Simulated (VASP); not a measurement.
# Ti3Al3Cu2 (P4/mmm) in VASP: single point with PBE

Aim: the single point of Ti3Al3Cu2 with PBE.

Everything below comes from runs of VASP 6.6.1. Logs are shortened: lines on timing, memory, paths and dates and some standing lists are left out, and cuts for length are marked.

### Step 1. The cell of the first run

The structure is tetragonal, space group P4/mmm (No. 123). The conventional cell has a = 2.848 Å, b = 2.848 Å, c = 14.818 Å, α = 90.00°, β = 90.00°, γ = 90.00°. Ti (site symmetry 4mm) has 4 Cu at 2.72 Å and 5 Al at 2.83 to 3.40 Å and 4 Ti at 2.85 Å within 3.6 Å. Ti (site symmetry 4/mmm) has 4 Ti at 2.85 Å and 8 Al at 2.86 Å within 3.8 Å. Within 4.1 Å of Al (site symmetry 4mm) lie 8 Ti at 2.83 to 2.86 Å and 9 Al at 2.85 to 4.06 Å and 1 Cu at 3.81 Å. Al (site symmetry 4/mmm) has 8 Cu at 2.55 Å and 4 Al at 2.85 Å and 2 Ti at 3.40 Å within 3.4 Å. Within 3.4 Å of Cu (site symmetry 4mm) lie 4 Al at 2.55 Å and 4 Ti at 2.72 Å and 5 Cu at 2.85 to 3.14 Å.

### Step 2. Single point, PBE, collinear spin

The input, INCAR:

```
PREC = Accurate ; ENCUT = 520
EDIFF = 1E-6 ; ISMEAR = 0
SIGMA = 0.1 ; LREAL = False
LASPH = True ; NELM = 150
ALGO = Fast ; ISIF = 2
LWAVE = False ; LCHARG = False
ISPIN = 2 ; MAGMOM = 1 1 1 0 0 0 0 0
LORBIT = 11 ; LMAXMIX = 4
GGA = PE ; NBANDS = 48
```

The input, KPOINTS:

```
regular mesh
0
Gamma
  6 6 2
```

The input, POSCAR:

```
Ti3Al3Cu2
1.0
    2.8483960016      0.0000000000      0.0000000000
    0.0000000000      2.8483960016      0.0000000000
    0.0000000000      0.0000000000     14.8184819299
Ti Al Cu
3 3 2
Direct
    0.0000000000      0.0000000000      0.7293762289
    0.0000000000      0.0000000000      0.2706237711
    0.0000000000      0.0000000000      0.0000000000
    0.5000000000      0.5000000000      0.8631493067
    0.5000000000      0.5000000000      0.1368506933
    0.0000000000      0.0000000000      0.5000000000
    0.5000000000      0.5000000000      0.6060273242
    0.5000000000      0.5000000000      0.3939726758
```

Potentials or basis: VASP PAW PBE potentials, release 64 (Ti_sv, Al, Cu).

Started as:

```console
$ cat potpaw_PBE.64/Ti_sv/POTCAR potpaw_PBE.64/Al/POTCAR potpaw_PBE.64/Cu/POTCAR > POTCAR
$ mpirun -np 1 vasp_std > vasp.out
```

OUTCAR:

```text
PREC = Accurate
   ENCUT = 520
   EDIFF = 1E-6
   ISMEAR = 0
   LREAL = False
   LASPH = True
   NELM = 150
   ISIF = 2
   ISPIN = 2
   LORBIT = 11
   GGA = PE

 ion  position               nearest neighbor table
   1  0.000  0.000  0.729-   7 2.72   7 2.72   7 2.72   7 2.72   4 2.83   4 2.83   4 2.83   4 2.83

   2  0.000  0.000  0.271-   8 2.72   8 2.72   8 2.72   8 2.72   5 2.83   5 2.83   5 2.83   5 2.83

   3  0.000  0.000  0.000-   4 2.86   5 2.86   4 2.86   5 2.86   4 2.86   5 2.86   4 2.86   5 2.86
[... 7 lines left out ...]
   7  0.500  0.500  0.606-   6 2.55   6 2.55   6 2.55   6 2.55   1 2.72   1 2.72   1 2.72   1 2.72

   8  0.500  0.500  0.394-   6 2.55   6 2.55   6 2.55   6 2.55   2 2.72   2 2.72   2 2.72   2 2.72

  LATTYP: Found a simple tetragonal cell.
 ALAT       =     2.8483960016
 C/A-ratio  =     5.2023952855

  Lattice vectors:

 A1 = (   2.8483960016,   0.0000000000,   0.0000000000)
 A2 = (   0.0000000000,   2.8483960016,   0.0000000000)
 A3 = (   0.0000000000,   0.0000000000,  14.8184819299)

Analysis of symmetry for initial positions (statically):
=====================================================================
 Subroutine PRICEL returns:
 Original cell was already a primitive cell.

 Routine SETGRP: Setting up the symmetry group for a
 simple tetragonal supercell.

 Subroutine GETGRP returns: Found 16 space group operations
 (whereof 16 operations were pure point group operations)
 out of a pool of 16 trial point group operations.

The static configuration has the point symmetry D_4h.

Analysis of symmetry for dynamics (positions and initial velocities):
=====================================================================
 Subroutine PRICEL returns:
 Original cell was already a primitive cell.

 Routine SETGRP: Setting up the symmetry group for a
 simple tetragonal supercell.

 Subroutine GETGRP returns: Found 16 space group operations
 (whereof 16 operations were pure point group operations)
 out of a pool of 16 trial point group operations.

The dynamic configuration has the point symmetry D_4h.

Analysis of structural, dynamic, and magnetic symmetry:
=====================================================================
 Subroutine PRICEL returns:
 Original cell was already a primitive cell.

 Routine SETGRP: Setting up the symmetry group for a
 simple tetragonal supercell.

 Subroutine GETGRP returns: Found 16 space group operations
 (whereof 16 operations were pure point group operations)
 out of a pool of 16 trial point group operations.

The overall configuration has the point symmetry D_4h.

 Subroutine INISYM returns: Found 16 space group operations
 (whereof 16 operations are pure point group operations),
 and found     1 'primitive' translations

----------------------------------------------------------------------------------------

                                     Primitive cell

  volume of cell :     120.2277

  direct lattice vectors                    reciprocal lattice vectors
     2.848396002  0.000000000  0.000000000     0.351074780  0.000000000  0.000000000
     0.000000000  2.848396002  0.000000000     0.000000000  0.351074780  0.000000000
     0.000000000  0.000000000 14.818481930     0.000000000  0.000000000  0.067483296

  length of vectors
     2.848396002  2.848396002 14.818481930     0.351074780  0.351074780  0.067483296

  position of ions in fractional coordinates (direct lattice)
     0.000000000  0.000000000  0.729376229
     0.000000000  0.000000000  0.270623771
     0.000000000  0.000000000  0.000000000
     0.500000000  0.500000000  0.863149307
     0.500000000  0.500000000  0.136850693
     0.000000000  0.000000000  0.500000000
     0.500000000  0.500000000  0.606027324
     0.500000000  0.500000000  0.393972676

  ion indices of the primitive-cell ions
   primitive index   ion index
                 1           1
                 2           2
                 3           3
                 4           4
                 5           5
                 6           6
                 7           7
                 8           8

[... 50 lines left out ...]
   total plane-waves  NPLWV =  64512
   dimension x,y,z NGX =    24 NGY =   24 NGZ =  112
   dimension x,y,z NGXF=    48 NGYF=   48 NGZF=  224
   ions per type =               3   3   2
   NGX,Y,Z   is equivalent  to a cutoff of  14.01, 14.01, 12.57 a.u.
   NGXF,Y,Z  is equivalent  to a cutoff of  28.02, 28.02, 25.13 a.u.
 SYSTEM =  unknown system
   PREC   = accura    normal or accurate (medium, high low for compatibility)
   ISTART =      0    job   : 0-new  1-cont  2-samecut
   ICHARG =      2    charge: 1-file 2-atom 10-const
   ISPIN  =      2    spin polarized calculation?
   LNONCOLLINEAR =      F non collinear calculations
   LSORBIT =      F    spin-orbit coupling
   LASPH  =      T    aspherical Exc in radial PAW
   ENCUT  =  520.0 eV  38.22 Ry    6.18 a.u.   5.30  5.30 27.55*2*pi/ulx,y,z
   NELM   =    150;   NELMIN=  2; NELMDL= -5     # of ELM steps
   EDIFF  = 0.1E-05   stopping-criterion for ELM
   LREAL  =      F    real-space projection
   EDIFFG = 0.1E-04   stopping-criterion for IOM
   NSW    =      0    number of steps for IOM
   IBRION =     -1    ionic relax: 0-MD 1-quasi-New 2-CG
   NFREE  =      0    steps in history (QN), initial steepest desc. (CG)
   ISIF   =      2    stress and relaxation
   ISYM   =      2    0-nonsym 1-usesym 2-fastsym
   POTIM  = 0.5000    time-step for ionic-motion
   TEBEG  =    0.0;   TEEND  =   0.0 temperature during run
   PSTRESS=    0.0 pullay stress
   NELECT =      67.0000    total number of electrons
   NUPDOWN=      -1.0000    fix difference up-down
   EMIN   =  10.00;   EMAX   =-10.00  energy-range for DOS
   EFERMI =   0.00;   METHOD = LEGACY
   ISMEAR =     0;   SIGMA  =   0.10  broadening in eV -4-tet -1-fermi 0-gaus
   EFERMI_NEDOS =   21; number of points for ismear=-14 and -15
   IALGO  =     68    algorithm
   IMIX   =      4    mixing-type and parameters
     AMIX     =   0.40;   BMIX     =  1.00
     AMIX_MAG =   1.60;   BMIX_MAG =  1.00
  volume/ion in A,a.u.               =      15.03       101.42
  Fermi-wavevector in a.u.,A,eV,Ry     =   1.347199  2.545836 24.693812  1.814944
  Thomas-Fermi vector in A             =   2.474969
   LORBIT       =     11    0 simple, 1 ext, 2 COOP (PROOUT), +10 PAW based schemes
   GGA     = PE    functional components
   LHFCALC =     F    Hartree Fock is set to
   AEXX    =    0.0000 exact exchange contribution
   IVDW    =     0    specifies the selected vdW correction
   LEPSILON=     F    determine dielectric tensor
   LRPA    =     F    only Hartree local field effects (RPA)
 spin polarized calculation
 RMM-DIIS sequential band-by-band and
 Gauss-broadening in eV      SIGMA  =   0.10
  energy-cutoff  :      520.00
  volume of cell :      120.23
 maximum number of plane-waves:      3296
 NGX is ok and might be reduce to    24
   NGX = 11   NGY = 11   NGZ = 55

 number of electron      66.9999986 magnetization       0.0032178

 Free energy of the ion-electron system (eV)
  ---------------------------------------------------
  ext. energy  EPLUGINS =         0.00000000
  ---------------------------------------------------
  free energy    TOTEN  =       -44.62487392 eV

  energy without entropy =      -44.58709639  energy(sigma->0) =      -44.60598515

 E-fermi :   8.3195     XC(G=0): -11.4007

 val. band max:        8.3115453980   @ k =   0.1667   0.0000   0.0000
 cond. band min:       8.3501090807   @ k =   0.3333   0.0000   0.5000
 fundamental gap:      0.0385636827
 Fermi energy:         8.3194579356

 spin component 1

 k-point     1 :       0.0000    0.0000    0.0000
  band No.  band energies     occupation
      1     -48.4208      1.00000
      2     -48.4207      1.00000
      3     -48.3875      1.00000
      4     -24.7880      1.00000
      5     -24.7814      1.00000
      6     -24.7742      1.00000
[... 949 lines left out ...]
     44      11.8772      0.00000
     45      11.8775      0.00000
 Fermi energy:         8.3194579356

 spin component 2

 k-point     1 :       0.0000    0.0000    0.0000
  band No.  band energies     occupation
      1     -48.4199      1.00000
      2     -48.4199      1.00000
      3     -48.3872      1.00000
      4     -24.7875      1.00000
      5     -24.7807      1.00000
      6     -24.7738      1.00000
[... 949 lines left out ...]
     44      11.8774      0.00000
     45      11.8775      0.00000
 [bands above 45 left out]

------------------------ aborting loop because EDIFF is reached ----------------------------------------

  FORCE on cell =-STRESS in cart. coord.  units (eV):
  Direction    XX          YY          ZZ          XY          YZ          ZX
  --------------------------------------------------------------------------------------
  -------------------------------------------------------------------------------------
  Total        0.1868576      0.1868576     -0.1509322      0.0000000      0.0000000      0.0000000
  in kB        2.4901008      2.4901008     -2.0113511      0.0000000      0.0000000      0.0000000
  external PRESSURE =       0.9896169 kB  Pullay stress =       0.0000000 kB

 VOLUME and BASIS-vectors are now :
 -----------------------------------------------------------------------------
  energy-cutoff  :      520.00
  volume of cell :      120.23
      direct lattice vectors                 reciprocal lattice vectors
     2.848396002  0.000000000  0.000000000     0.351074780  0.000000000  0.000000000
     0.000000000  2.848396002  0.000000000     0.000000000  0.351074780  0.000000000
     0.000000000  0.000000000 14.818481930     0.000000000  0.000000000  0.067483296

 POSITION                                       TOTAL-FORCE (eV/Angst)
 -----------------------------------------------------------------------------------
      0.00000      0.00000     10.80825         0.000000      0.000000      0.078565
      0.00000      0.00000      4.01023         0.000000      0.000000     -0.078565
      0.00000      0.00000      0.00000         0.000000      0.000000      0.000000
      1.42420      1.42420     12.79056         0.000000      0.000000     -0.012789
      1.42420      1.42420      2.02792         0.000000     -0.000000      0.012789
      0.00000      0.00000      7.40924         0.000000      0.000000      0.000000
      1.42420      1.42420      8.98040        -0.000000     -0.000000     -0.079075
      1.42420      1.42420      5.83808         0.000000     -0.000000      0.079075
 -----------------------------------------------------------------------------------
    total drift:                                0.000000     -0.000000      0.000000

  FREE ENERGIE OF THE ION-ELECTRON SYSTEM (eV)
  ---------------------------------------------------
  free  energy   TOTEN  =       -44.6248739220 eV

  energy  without entropy=      -44.5870963860  energy(sigma->0) =      -44.60598515

 total charge

# of ion       s       p       d       tot
------------------------------------------
    1        2.202   6.119   1.920  10.242
    2        2.202   6.119   1.920  10.242
    3        2.204   6.110   1.946  10.260
    4        0.413   0.414   0.000   0.826
    5        0.413   0.414   0.000   0.826
    6        0.395   0.395   0.000   0.790
    7        0.499   0.436   9.118  10.053
    8        0.499   0.436   9.118  10.053
--------------------------------------------------
tot          8.827  20.443  24.021  53.292

 magnetization (x)

# of ion       s       p       d       tot
------------------------------------------
    1        0.000   0.000   0.001   0.001
    2        0.000   0.000   0.001   0.001
    3        0.000   0.000   0.000   0.000
    4       -0.000  -0.000   0.000  -0.000
    5       -0.000  -0.000   0.000  -0.000
    6       -0.000   0.000   0.000   0.000
    7       -0.000   0.000   0.000   0.000
    8       -0.000   0.000   0.000   0.000
--------------------------------------------------
tot          0.000   0.000   0.002   0.002
```

Run time: 9 min. Hardware: 1 thread of Intel Xeon Platinum 8259CL at 2.50GHz (Skylake/Cascade Lake), shared host; peak memory 0.4 GiB.

What came out:

- Free energy: -44.6249 eV
- Pressure: 0.1 GPa
- Largest force: 0.079 eV/Å
- Net moment: 0.00 μB per cell
- Valence electrons inside the program's atomic spheres: Ti 10.24, 10.26 (each value once); Al 0.83, 0.79 (each value once); Cu 10.05

Forces in eV/Å, atoms in the order of the input:
```
Ti   0.000  0.000  0.079
Ti   0.000  0.000 -0.079
Ti   0.000  0.000  0.000
Al   0.000  0.000 -0.013
Al   0.000  0.000  0.013
Al   0.000  0.000  0.000
Cu   0.000  0.000 -0.079
Cu   0.000  0.000  0.079
```

Caveat: the k points lie up to 0.37 Å⁻¹ apart.
